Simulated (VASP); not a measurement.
Si, 2 atoms in the cell. It takes space group Fd-3m (No. 227, cubic). Conventional cell: a = 5.470 Å, b = 5.470 Å, c = 5.470 Å, α = 90.00°, β = 90.00°, γ = 90.00°. Si (site symmetry -43m) has 4 Si at 2.37 Å within 3.1 Å. 

```yaml
Program: VASP 6.6.1
Task: vibrations by perturbation theory
Functional: PBE
Potentials_or_basis: VASP PAW PBE potentials, release 64 (Si)
Cutoff: 500 eV
k_mesh: 8 × 8 × 8
Occupations: gaussian, width 0.01 eV
Spin: no spin polarisation
Dipole_correction: no
Further_INCAR_settings: ALGO = Normal; EDIFF = 1e-08; NBANDS = 11; IBRION = 8; NSW = 1
```

Potentials or basis: VASP PAW PBE potentials, release 64 (Si).

Run with:

```console
$ cat potpaw_PBE.64/Si/POTCAR > POTCAR
$ mpirun -np 1 vasp_std > vasp.out
```

Hardware: 1 thread of Intel(R) Xeon(R) Platinum 8488C (Sapphire Rapids) (shared host).

Q: Estimate the wall time of this run.

A: It took 99 s on 1 thread of Intel(R) Xeon(R) Platinum 8488C (Sapphire Rapids), on a shared host, peak memory 0.22 GiB. Counts: scf iterations 119, k points 29.
